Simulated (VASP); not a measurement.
Write the native input for VASP 6.6.1 that does the following.

| Property | Result |
| --- | --- |
| Task | single point |
| Functional | PBE |
| Potentials or basis | VASP PAW PBE potentials, release 64 (Si) |
| Cutoff | 520 eV |
| k mesh | 8 × 8 × 4 |
| Occupations | fermi-dirac, width 0.05 eV |
| Spin | no spin polarisation |
| Dipole correction | no |
| Further INCAR settings | ALGO = Normal; EDIFF = 1e-06; NBANDS = 16 |

The structure of Si lies in POSCAR:

```
Si
1.0
    3.7531053624      0.0000000000      0.0000000000
   -1.8765526812      3.2502845869      0.0000000000
    0.0000000000      0.0000000000      6.2033485431
Si
4
Direct
    0.6666666667      0.3333333333      0.9369905000
    0.3333333333      0.6666666667      0.4369905000
    0.6666666667      0.3333333333      0.5630095000
    0.3333333333      0.6666666667      0.0630095000
```

The input as run:

INCAR

```
PREC = Accurate ; ENCUT = 520
EDIFF = 1E-6 ; ISMEAR = -1
SIGMA = 0.05 ; LREAL = F
LASPH = T ; NELM = 100
ALGO = Normal ; ISIF = 2
LWAVE = F ; LCHARG = F
GGA = PE ; NBANDS = 16
```

KPOINTS

```
Automatic mesh
0
Gamma
  8 8 4
```

Potentials or basis: VASP PAW PBE potentials, release 64 (Si).

Command:

```console
$ cat potpaw_PBE.64/Si/POTCAR > POTCAR
$ mpirun -np 1 vasp_std > vasp.out
```

It gave:

* Pressure: 8.0 GPa
* Largest force: 0.019 eV/Å
* Band gap on the k mesh: 0.27 eV, indirect (least direct gap 1.19 eV)

Run time: 38 s on 1 thread of Intel Xeon 8259CL, on a shared host, peak memory 0.18 GiB.
